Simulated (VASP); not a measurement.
The system is B.

```xyz
12
Lattice="2.4540 1.4168 4.1890 -2.4540 1.4168 4.1890 0.0000 -2.8336 4.1890" Properties=species:S:1:pos:R:3 pbc="T T T"
B    -1.5875    0.9165    2.8406
B     0.0000   -1.8331    2.8406
B     1.5875    0.9165    2.8406
B     1.5875   -0.9165    9.7264
B    -1.5875   -0.9165    9.7264
B     0.0000    1.8331    9.7264
B    -1.0103    0.5833    4.4969
B     0.0000   -1.1666    4.4969
B     1.0103    0.5833    4.4969
B     1.0103   -0.5833    8.0701
B    -1.0103   -0.5833    8.0701
B     0.0000    1.1666    8.0701
```

| Quantity | Value |
| --- | --- |
| Program | VASP 6.6.1 |
| Task | relaxation of cell and atoms |
| Functional | r2SCAN |
| Potentials or basis | VASP PAW PBE potentials, release 64 (B) |
| Cutoff | 600 eV |
| k mesh | 4 × 4 × 4 |
| Occupations | fermi-dirac, width 0.05 eV |
| Spin | no spin polarisation |

At the start: pressure -1.2 GPa; volume 7.28 Å³/atom.

Question: Where does the relaxation end?

Answer: Over 7 steps the energy falls by 4.4 meV/atom and the volume is 7.23 Å³/atom (-0.7 %); space group R-3m (No. 166, to 0.05 Å).

The path:
```csv
step,energy change (eV),largest force (eV/Å),pressure (GPa),volume (Å³)
1,0.0000,0.8926,-1.20,87.39
2,0.0641,1.5367,-0.16,86.70
3,-0.0506,0.1217,-1.03,87.10
4,-0.0527,0.0468,0.55,86.57
5,-0.0532,0.0226,0.07,86.73
6,-0.0533,0.0101,-0.03,86.75
7,-0.0533,0.0029,0.00,86.74
```

Final structure:
```xyz
12
Lattice="2.4499 1.4145 4.1718 -2.4499 1.4145 4.1718 0.0000 -2.8289 4.1718" Properties=species:S:1:pos:R:3 pbc="T T T"
B    -1.5790    0.9117    2.8121
B     0.0000   -1.8233    2.8121
B     1.5790    0.9117    2.8121
B     1.5790   -0.9117    9.7034
B    -1.5790   -0.9117    9.7034
B     0.0000    1.8233    9.7034
B    -1.0072    0.5815    4.4757
B     0.0000   -1.1630    4.4757
B     1.0072    0.5815    4.4757
B     1.0072   -0.5815    8.0398
B    -1.0072   -0.5815    8.0398
B     0.0000    1.1630    8.0398
```

Caveat: the PAW data sets were made with another functional, which shifts forces and pressure a little.
